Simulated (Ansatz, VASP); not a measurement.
**One calculation of I, two programs**

The input INCAR:

```
ALGO = Normal
EDIFF = 1E-6
EDIFFG = -0.04
ENCUT = 600
GGA = PE
IBRION = 2
ISIF = 3
ISMEAR = 0
LASPH = True
LCHARG = False
LREAL = False
LWAVE = False
NELM = 60
NSW = 90
PREC = Accurate
SIGMA = 0.1
```

The input KPOINTS:

```
k-points
0
Gamma
  4 4 2
```

File POSCAR:

```
I
1.0
    5.5724642163      0.0000000000      0.0000000000
    0.0000000000      5.5724642163      0.0000000000
    0.0000000000      0.0000000000      7.4821510214
I
4
Direct
    0.0000000000      0.2500000000      0.6666700000
    0.0000000000      0.7500000000      0.6666700000
    0.2500000000      0.0000000000      0.3333300000
    0.7500000000      0.0000000000      0.3333300000
```

Input for Ansatz:

```yaml
crystal:
  lattice:
    - [5.5724642163, 0.0, 0.0]
    - [0.0, 5.5724642163, 0.0]
    - [0.0, 0.0, 7.4821510214]
  atoms:
    - { symbol: I, position: [0.0, 0.25, 0.66667] }
    - { symbol: I, position: [0.0, 0.75, 0.66667] }
    - { symbol: I, position: [0.25, 0.0, 0.33333] }
    - { symbol: I, position: [0.75, 0.0, 0.33333] }
basis:
  ecutwfc: 420
kpoints:
  mp_grid: { grid: [4, 4, 2] }
hamiltonian:
  xc: pbe
scf:
  occupations: { method: gaussian, width: 0.1 }
  lower_state_search: "off"
output:
  forces: true
  stress: true
  eigenvalues: true
relax:
  adjacent_minimum: "off"
  f_tol: 0.04
  max_steps: 70
  cell: { stress_tol: 0.4 }
```

Alike in both runs: task relaxation of cell and atoms; functional PBE; k mesh 4 × 4 × 2; occupations gaussian, width 0.1 eV; no spin polarisation.

|  | VASP | Ansatz |
| --- | --- | --- |
| version | VASP 6.6.1 | Ansatz 0.2.0 |
| potentials or method | VASP PAW PBE potentials, release 64 (I), cutoff 600 eV | scalar-relativistic, plane waves, PAW |
| valence electrons in the cell | 28 | 68 |

```csv
,VASP,Ansatz,Ansatz less VASP
"gap on the k mesh at the Fermi level, each at its own relaxed structure (eV)",none,none,-
relaxed volume (Å³/atom),90.32,70.56,-19.759
relaxed cell length with the largest relative difference (Å),10.438,8.184,-2.2542
```

A gap of «none» marks a metal or a gap that the smearing closes. One of these differences is far larger than is usual between the two programs; its cause wasn't traced. VASP's potentials hold 28 valence electrons a cell and Ansatz's 68, so a difference there can come from the potentials and not from the codes.

The k mesh is coarse, so the values compare programs but aren't converged. Neither program's run includes spin-orbit coupling. Noted on VASP's run: the volume moved by over 15 % at a fixed basis, so the end points are rough.
